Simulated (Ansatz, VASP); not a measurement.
**One calculation of Be3Cd2O3, two programs**

```
CELL_PARAMETERS angstrom
4.70847 0.00000 0.00000
-2.35424 4.07766 0.00000
0.00000 0.00000 6.95783
ATOMIC_POSITIONS crystal
Be 0.33283 0.00000 0.00000
Be 0.00000 0.33283 0.00000
Be 0.66717 0.66717 0.00000
Cd 0.66667 0.33333 0.50000
Cd 0.33333 0.66667 0.50000
O 0.33369 0.33369 0.00000
O 0.66631 0.00000 0.00000
O 0.00000 0.66631 0.00000
```

Alike in both runs: functional PBE; k mesh 4 × 4 × 4; occupations gaussian, width 0.2 eV; no spin polarisation.

Ansatz relaxed the structure, and its values are those at the end. VASP's run is a single point on that final structure, the one shown.

```csv
,VASP,Ansatz
version,VASP 6.6.1,Ansatz 0.2.0
potentials or method,"VASP PAW PBE potentials, release 64 (Be, Cd, O), cutoff 600 eV","scalar-relativistic, plane waves, PAW"
valence electrons in the cell,48,64
```

VASP gave:

```
gap on the k mesh at the Fermi level (eV) : none
pressure (GPa)                            : 0.2
```

Q: Estimate Ansatz's values.

A: gap on the k mesh at the Fermi level (eV): none; pressure (GPa): 0.1.

A gap of «none» marks a metal or a gap that the smearing closes. VASP's potentials hold 48 valence electrons a cell and Ansatz's 64, so a difference there can come from the potentials and not from the codes.

The k mesh is coarse, so the values compare programs but aren't converged.
